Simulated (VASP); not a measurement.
# I (Cmce) in VASP: single point with r2SCAN

Aim: the single point of I with r2SCAN.

All numbers are computed with VASP 6.6.1; they aren't measurements. Logs are shortened: lines on timing, memory, paths and dates and some standing lists are left out, and cuts for length are marked.

**1. The cell of the first run**

Symmetry: Cmce, No. 64, orthorhombic system. The conventional cell has a = 7.758 Å, b = 4.626 Å, c = 9.864 Å, α = 90.00°, β = 90.00°, γ = 90.00°. Within 3.7 Å of I (site symmetry m) lie 3 I at 2.77 to 3.45 Å.

**2. Single point, r2SCAN**

Contents of POSCAR:

```
I
1.0
    3.8791117324     -2.3131324271      0.0000000000
    3.8791117324      2.3131324271      0.0000000000
    0.0000000000      0.0000000000      9.8639024916
I
4
Direct
    0.8445129066      0.1554870934      0.8799066961
    0.3445129066      0.6554870934      0.6200933039
    0.1554870934      0.8445129066      0.1200933039
    0.6554870934      0.3445129066      0.3799066961
```

Contents of INCAR.step1:

```
  ALGO = Normal
  EDIFF = 1E-4
  ENCUT = 520
  GGA = PE
  ISMEAR = 0
  LASPH = T
  LCHARG = F
  LREAL = F
  LWAVE = T
  NBANDS = 22
  NELM = 100
  PREC = Accurate
  SIGMA = 0.02
```

Contents of INCAR.step2:

```
  ALGO = Normal
  EDIFF = 1E-6
  ENCUT = 520
  ISIF = 2
  ISMEAR = 0
  ISTART = 1
  LASPH = T
  LCHARG = F
  LMIXTAU = T
  LREAL = F
  LWAVE = F
  METAGGA = R2SCAN
  NBANDS = 22
  NELM = 100
  PREC = Accurate
  SIGMA = 0.02
```

Contents of KPOINTS:

```
k-points
0
Gamma
  8 8 4
```

Potentials or basis: VASP PAW PBE potentials, release 64 (I).

The run is started by

```bash
$ cat potpaw_PBE.64/I/POTCAR > POTCAR
$ cp INCAR.step1 INCAR
$ mpirun -np 1 vasp_std > vasp.out
$ cp INCAR.step2 INCAR
$ mpirun -np 1 vasp_std > vasp.out
```

OUTCAR:

```text
EDIFF = 1E-6
   ENCUT = 520
   ISIF = 2
   ISMEAR = 0
   ISTART = 1
   LASPH = T
   LREAL = F
   METAGGA = R2SCAN
   NELM = 100
   PREC = Accurate

 ion  position               nearest neighbor table
   1  0.845  0.155  0.880-   3 2.77   2 3.45   2 3.45
   2  0.345  0.655  0.620-   4 2.77   1 3.45   1 3.45
   3  0.155  0.845  0.120-   1 2.77   4 3.45   4 3.45
   4  0.655  0.345  0.380-   2 2.77   3 3.45   3 3.45

  LATTYP: Found a base centered orthorhombic cell.
 ALAT       =     4.6262648542
 B/A-ratio  =     1.6769950942
 C/A-ratio  =     2.1321525685

  Lattice vectors:

 A1 = (  -3.8791117324,  -2.3131324271,   0.0000000000)
 A2 = (   3.8791117324,  -2.3131324271,   0.0000000000)
 A3 = (   0.0000000000,   0.0000000000,   9.8639024916)

Analysis of symmetry for initial positions (statically):
=====================================================================
 Subroutine PRICEL returns:
 Original cell was already a primitive cell.

 Routine SETGRP: Setting up the symmetry group for a
 base centered orthorhombic supercell.

 Subroutine GETGRP returns: Found  8 space group operations
 (whereof  4 operations were pure point group operations)
 out of a pool of  8 trial point group operations.

The static configuration has the point symmetry C_2h.
 The point group associated with its full space group is D_2h.

Analysis of symmetry for dynamics (positions and initial velocities):
=====================================================================
 Subroutine PRICEL returns:
 Original cell was already a primitive cell.

 Routine SETGRP: Setting up the symmetry group for a
 base centered orthorhombic supercell.

 Subroutine GETGRP returns: Found  8 space group operations
 (whereof  4 operations were pure point group operations)
 out of a pool of  8 trial point group operations.

The dynamic configuration has the point symmetry C_2h.
 The point group associated with its full space group is D_2h.

 Subroutine INISYM returns: Found  8 space group operations
 (whereof  4 operations are pure point group operations),
 and found     1 'primitive' translations

----------------------------------------------------------------------------------------

                                     Primitive cell

  volume of cell :     177.0156

  direct lattice vectors                    reciprocal lattice vectors
     3.879111732 -2.313132427  0.000000000     0.128895488 -0.216157101  0.000000000
     3.879111732  2.313132427  0.000000000     0.128895488  0.216157101  0.000000000
     0.000000000  0.000000000  9.863902492     0.000000000  0.000000000  0.101379753

  length of vectors
     4.516424411  4.516424411  9.863902492     0.251670299  0.251670299  0.101379753

  position of ions in fractional coordinates (direct lattice)
     0.844512907  0.155487093  0.879906696
     0.344512907  0.655487093  0.620093304
     0.155487093  0.844512907  0.120093304
     0.655487093  0.344512907  0.379906696

  ion indices of the primitive-cell ions
   primitive index   ion index
                 1           1
                 2           2
                 3           3
                 4           4

----------------------------------------------------------------------------------------

 KPOINTS: k-points

Automatic generation of k-mesh.
 Grid dimensions read from file:
 generate k-points for:    8    8    4

 Generating k-lattice:

  Cartesian coordinates                     Fractional coordinates (reciprocal lattice)
     0.016111936 -0.027019638  0.000000000     0.125000000 -0.000000000  0.000000000
     0.016111936  0.027019638  0.000000000    -0.000000000  0.125000000  0.000000000
     0.000000000  0.000000000  0.025344938     0.000000000  0.000000000  0.250000000

  Length of vectors
     0.031458787  0.031458787  0.025344938

  Shift w.r.t. Gamma in fractional coordinates (k-lattice)
     0.000000000  0.000000000  0.000000000

 Subroutine IBZKPT returns following result:
 ===========================================

 Found     63 irreducible k-points:

 Following reciprocal coordinates:
            Coordinates               Weight
  0.000000  0.000000  0.000000      1.000000
  0.125000  0.000000  0.000000      4.000000
  0.250000  0.000000  0.000000      4.000000
  0.375000  0.000000  0.000000      4.000000
  0.500000  0.000000  0.000000      2.000000
  0.125000  0.125000  0.000000      2.000000
[... 16 lines left out ...]
  0.125000  0.000000  0.250000      8.000000
  0.250000  0.000000  0.250000      8.000000
 [... further k-points ...]
   k-points           NKPTS =     63   k-points in BZ     NKDIM =     63   number of bands    NBANDS=     22
   number of dos      NEDOS =    301   number of ions     NIONS =      4
   total plane-waves  NPLWV = 103680
   dimension x,y,z NGX =    36 NGY =   36 NGZ =   80
   dimension x,y,z NGXF=    72 NGYF=   72 NGZF=  160
   ions per type =               4
   NGX,Y,Z   is equivalent  to a cutoff of  13.25, 13.25, 13.48 a.u.
   NGXF,Y,Z  is equivalent  to a cutoff of  26.50, 26.50, 26.97 a.u.
 SYSTEM =  unknown system
   PREC   = accura    normal or accurate (medium, high low for compatibility)
   ISTART =      1    job   : 0-new  1-cont  2-samecut
   ICHARG =      0    charge: 1-file 2-atom 10-const
   ISPIN  =      1    spin polarized calculation?
   LNONCOLLINEAR =      F non collinear calculations
   LSORBIT =      F    spin-orbit coupling
   LASPH  =      T    aspherical Exc in radial PAW
   ENCUT  =  520.0 eV  38.22 Ry    6.18 a.u.   8.40  8.40 18.34*2*pi/ulx,y,z
   NELM   =    100;   NELMIN=  2; NELMDL=  0     # of ELM steps
   EDIFF  = 0.1E-05   stopping-criterion for ELM
   LREAL  =      F    real-space projection
   EDIFFG = 0.1E-04   stopping-criterion for IOM
   NSW    =      0    number of steps for IOM
   IBRION =     -1    ionic relax: 0-MD 1-quasi-New 2-CG
   NFREE  =      0    steps in history (QN), initial steepest desc. (CG)
   ISIF   =      2    stress and relaxation
   ISYM   =      2    0-nonsym 1-usesym 2-fastsym
   POTIM  = 0.5000    time-step for ionic-motion
   TEBEG  =    0.0;   TEEND  =   0.0 temperature during run
   PSTRESS=    0.0 pullay stress
   NELECT =      28.0000    total number of electrons
   NUPDOWN=      -1.0000    fix difference up-down
   EMIN   =  10.00;   EMAX   =-10.00  energy-range for DOS
   EFERMI =   0.00;   METHOD = LEGACY
   ISMEAR =     0;   SIGMA  =   0.02  broadening in eV -4-tet -1-fermi 0-gaus
   EFERMI_NEDOS =   21; number of points for ismear=-14 and -15
   IALGO  =     38    algorithm
   IMIX   =      4    mixing-type and parameters
     AMIX     =   0.40;   BMIX     =  1.00
     AMIX_MAG =   1.60;   BMIX_MAG =  1.00
  volume/ion in A,a.u.               =      44.25       298.64
  Fermi-wavevector in a.u.,A,eV,Ry     =   0.885368  1.673102 10.665279  0.783876
  Thomas-Fermi vector in A             =   2.006392
   LORBIT       =      0    0 simple, 1 ext, 2 COOP (PROOUT), +10 PAW based schemes
   METAGGA = R2SCAN    functional components
   LHFCALC =     F    Hartree Fock is set to
   AEXX    =    0.0000 exact exchange contribution
   IVDW    =     0    specifies the selected vdW correction
   LEPSILON=     F    determine dielectric tensor
   LRPA    =     F    only Hartree local field effects (RPA)
 non-spin polarized calculation
 Gauss-broadening in eV      SIGMA  =   0.02
  energy-cutoff  :      520.00
  volume of cell :      177.02
 maximum number of plane-waves:      4808
 NGX is ok and might be reduce to    36
   NGX = 17   NGY = 17   NGZ = 37

 number of electron      27.9999999 magnetization

 Free energy of the ion-electron system (eV)
  ---------------------------------------------------
  ext. energy  EPLUGINS =         0.00000000
  ---------------------------------------------------
  free energy    TOTEN  =       -98.22684705 eV

  energy without entropy =      -98.22684705  energy(sigma->0) =      -98.22684705

 E-fermi :   2.0471     XC(G=0):  -8.2217

 val. band max:        1.9374758525   @ k =   0.0000   0.0000   0.0000
 cond. band min:       3.1581573411   @ k =   0.5000   0.5000   0.0000
 fundamental gap:      1.2206814887
 Fermi energy:         2.0471106358

 k-point     1 :       0.0000    0.0000    0.0000
  band No.  band energies     occupation
      1     -11.9348      2.00000
      2     -11.3051      2.00000
      3     -10.1376      2.00000
      4      -8.9496      2.00000
      5      -2.6854      2.00000
      6      -1.1764      2.00000
[... 14 lines left out ...]
     21       9.7948      0.00000
     22      10.3579      0.00000

 k-point     2 :       0.1250    0.0000    0.0000
  band No.  band energies     occupation
      1     -11.8797      2.00000
      2     -11.2885      2.00000
      3     -10.0939      2.00000
      4      -9.0022      2.00000
      5      -2.6706      2.00000
      6      -1.3411      2.00000
[... 14 lines left out ...]
     21       9.7142      0.00000
     22       9.8902      0.00000

 k-point     3 :       0.2500    0.0000    0.0000
  band No.  band energies     occupation
      1     -11.7298      2.00000
      2     -11.2580      2.00000
      3      -9.9729      2.00000
      4      -9.1503      2.00000
      5      -2.6729      2.00000
      6      -1.8384      2.00000
[... 14 lines left out ...]
     21       9.7897      0.00000
     22      10.1088      0.00000
[... 476 lines left out ...]
 k-point    23 :       0.1250    0.0000    0.2500
  band No.  band energies     occupation
      1     -11.8196      2.00000
      2     -11.4210      2.00000
      3      -9.8959      2.00000
      4      -9.1447      2.00000
      5      -2.5111      2.00000
      6      -1.6198      2.00000
[... 14 lines left out ...]
     21       9.6585      0.00000
     22       9.8057      0.00000

 k-point    24 :       0.2500    0.0000    0.2500
  band No.  band energies     occupation
      1     -11.6785      2.00000
      2     -11.3551      2.00000
      3      -9.8283      2.00000
      4      -9.2573      2.00000
      5      -2.5694      2.00000
      6      -1.9535      2.00000
[... 14 lines left out ...]
     21       9.6476      0.00000
     22       9.8784      0.00000

 [... further k-points ...]

------------------------ aborting loop because EDIFF is reached ----------------------------------------

  FORCE on cell =-STRESS in cart. coord.  units (eV):
  Direction    XX          YY          ZZ          XY          YZ          ZX
  --------------------------------------------------------------------------------------
  -------------------------------------------------------------------------------------
  Total       -0.0327298     -0.0521421     -0.0918773      0.0000000      0.0000000      0.0000000
  in kB       -0.2962394     -0.4719408     -0.8315857      0.0000000      0.0000000      0.0000000
  external PRESSURE =      -0.5332553 kB  Pullay stress =       0.0000000 kB

 VOLUME and BASIS-vectors are now :
 -----------------------------------------------------------------------------
  energy-cutoff  :      520.00
  volume of cell :      177.02
      direct lattice vectors                 reciprocal lattice vectors
     3.879111732 -2.313132427  0.000000000     0.128895488 -0.216157101  0.000000000
     3.879111732  2.313132427  0.000000000     0.128895488  0.216157101  0.000000000
     0.000000000  0.000000000  9.863902492     0.000000000  0.000000000  0.101379753

 POSITION                                       TOTAL-FORCE (eV/Angst)
 -----------------------------------------------------------------------------------
      3.87911     -1.59381      8.67931         0.000000     -0.004419      0.005830
      3.87911      0.71932      6.11654         0.000000     -0.004419     -0.005830
      3.87911      1.59381      1.18459         0.000000      0.004419     -0.005830
      3.87911     -0.71932      3.74736         0.000000      0.004419      0.005830
 -----------------------------------------------------------------------------------
    total drift:                                0.000000     -0.000000     -0.000000

  FREE ENERGIE OF THE ION-ELECTRON SYSTEM (eV)
  ---------------------------------------------------
  free  energy   TOTEN  =       -98.2268470533 eV

  energy  without entropy=      -98.2268470533  energy(sigma->0) =      -98.22684705
```

Wall time 10 min (1 thread of Intel Xeon Platinum 8259CL at 2.50GHz (Skylake/Cascade Lake), shared host); peak memory 0.46 GiB.

What came out:

* Free energy: -98.2268 eV
* Pressure: -0.1 GPa
* Largest force: 0.007 eV/Å
* Band gap on the k mesh: 1.22 eV (least direct gap 1.30 eV)

Forces on the atoms (eV/Å):
```
I    0.000 -0.004  0.006
I    0.000 -0.004 -0.006
I    0.000  0.004 -0.006
I    0.000  0.004  0.006
```

Caveat: the PAW data sets were made with another functional, which shifts forces and pressure a little; spin-orbit coupling is left out, which moves the levels of the heavy elements.
